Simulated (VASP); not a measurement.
A run of VASP 6.6.1 is set up as follows.

The input INCAR:

```
ALGO     = Normal         # electronic algorithm
EDIFF    = 1E-6           # SCF threshold, eV
ENCUT    = 520            # plane-wave cutoff, eV
GGA      = PE             # functional
ISIF     = 2              # what is computed and relaxed
ISMEAR   = 0              # smearing method
LASPH    = True           # aspherical terms in the spheres
LCHARG   = False          # write CHGCAR
LREAL    = False          # projectors in reciprocal space
LWAVE    = False          # write WAVECAR
NBANDS   = 30             # bands
NELM     = 100            # most SCF steps
PREC     = Accurate       # precision mode
SIGMA    = 0.1            # smearing width, eV
```

KPOINTS

```
k-points
0
Gamma
  6 6 2
```

Contents of POSCAR:

```
LuBeSi4
1.0
    3.0564335280      0.0000000029      0.0000000000
   -1.5282167665      2.6469490787      0.0000000000
    0.0000000000      0.0000000000     11.7214834383
Lu Be Si
1 1 4
Direct
    0.0000000000      0.0000000000      0.0000000000
    0.0000000000      0.0000000000      0.5000000000
    0.6666666667      0.3333333333      0.7973053076
    0.6666666667      0.3333333333      0.3597927144
    0.3333333333      0.6666666667      0.6402072856
    0.3333333333      0.6666666667      0.2026946924
```

Potentials or basis: VASP PAW PBE potentials, release 64 (Lu, Be, Si).

Launch:

```console
$ cat potpaw_PBE.64/Lu/POTCAR potpaw_PBE.64/Be/POTCAR potpaw_PBE.64/Si/POTCAR > POTCAR
$ mpirun -np 1 vasp_std > vasp.out
```

(1) Predict the largest force.

(2) Predict the pressure.

Answers

(1) 0.028 eV/Å.

(2) 0.3 GPa.

Caveat: the k points lie up to 0.40 Å⁻¹ apart.
